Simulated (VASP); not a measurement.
Crystal: Y.

```xyz
2
Lattice="3.6808 0.0000 0.0000 -1.8404 3.1877 0.0000 0.0000 0.0000 5.7206" Properties=species:S:1:pos:R:3 pbc="T T T"
Y     0.0000    2.1251    1.4302
Y     1.8404    1.0626    4.2905
```

Base run:

| Property | Result |
| --- | --- |
| Program | VASP 6.6.1 |
| Functional | r2SCAN |
| Potentials or basis | VASP PAW PBE potentials, release 64 (Y_sv) |
| Cutoff | 520 eV |
| k mesh | 10 × 10 × 6 |
| Occupations | methfessel-paxton, width 1 eV |
| Spin | no spin polarisation |

Its results: band gap on the k mesh zero (band 11 reaches 4.02 eV, above the bottom of band 12 at 2.38 eV); pressure 0.1 GPa.

Q: The run is repeated on the same cell with these changes: occupations from methfessel-paxton, width 1 eV to methfessel-paxton, width 0.01 eV. What comes out?

A: Band gap on the k mesh zero (band 11 reaches 4.02 eV, above the bottom of band 12 at 2.38 eV); pressure -0.3 GPa.

Caveats: the PAW data sets were made with another functional, which shifts forces and pressure a little.
